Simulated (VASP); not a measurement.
## Te2Mo: single point with PBEsol

The system is Te2Mo.

```xyz
12
Lattice="3.4506 0.0000 0.0000 0.0000 6.3207 0.0000 0.0000 0.0000 13.6519" Properties=species:S:1:pos:R:3 pbc="T T T"
Te    1.7253    4.4942   12.3335
Te    0.0000    1.8266    5.5076
Te    0.0000    4.0638    8.9801
Te    1.7253    2.2569    2.1541
Te    1.7253    0.9277    8.3415
Te    0.0000    5.3931    1.5156
Te    0.0000    1.2948   11.7013
Te    1.7253    5.0259    4.8754
Mo    0.0000    2.9247    0.1992
Mo    1.7253    3.3960    7.0251
Mo    1.7253    0.6417    0.0034
Mo    0.0000    5.6790    6.8293
```

```yaml
Program: VASP 6.6.1
Task: single point
Functional: PBEsol
Potentials_or_basis: VASP PAW PBE potentials, release 64 (Te, Mo_sv)
Cutoff: 500 eV
k_mesh: 10 × 6 × 4
Occupations: gaussian, width 0.1 eV
Spin: no spin polarisation
```

| Item | Value |
| --- | --- |
| Pressure | 0.1 GPa |
| Largest force | 0.029 eV/Å |
| Band gap on the k mesh | zero (bands 52 and 53 overlap by 0.27 eV) |

Forces in eV/Å, atoms in the order of the input:
```
Te   0.000  0.000 -0.019
Te   0.000  0.000 -0.019
Te   0.000  0.004  0.029
Te   0.000 -0.004  0.029
Te   0.000  0.000  0.018
Te   0.000  0.000  0.018
Te   0.000  0.003 -0.029
Te   0.000 -0.003 -0.029
Mo   0.000  0.008 -0.008
Mo   0.000 -0.008 -0.008
Mo   0.000 -0.008  0.009
Mo   0.000  0.008  0.009
```

Levels at points of the mesh, in eV from the Fermi level:
| k point | band 50 | band 51 | band 52 | band 53 | band 54 | band 55 |
| --- | --- | --- | --- | --- | --- | --- |
| (0.00, 0.00, 0.00) | -0.16 | 0.10 | 0.15 | 0.41 | 0.64 | 0.89 |
| (0.50, 0.00, 0.00) | -1.67 | -1.49 | -1.49 | 0.97 | 0.97 | 1.12 |
| (0.00, 0.50, 0.00) | -0.93 | -0.67 | -0.52 | -0.11 | -0.08 | 0.85 |
| (0.50, 0.50, 0.00) | -1.12 | -1.05 | -1.05 | 0.99 | 0.99 | 1.01 |
| (0.00, 0.00, 0.50) | -0.05 | 0.00 | 0.00 | 0.49 | 0.49 | 0.94 |
| (0.50, 0.00, 0.50) | -1.65 | -1.58 | -1.58 | 0.96 | 0.96 | 1.11 |
| (0.00, 0.50, 0.50) | -0.93 | -0.52 | -0.52 | -0.06 | -0.06 | 0.89 |
| (0.50, 0.50, 0.50) | -1.12 | -1.04 | -1.04 | 0.95 | 0.95 | 1.03 |

It took 48 min on 1 thread of Oxide Virtual Turin-like Processor, with other jobs on the host, peak memory 0.97 GiB.

Caveat: the PAW data sets were made with another functional, which shifts forces and pressure a little; spin-orbit coupling is left out, which moves the levels of the heavy elements.
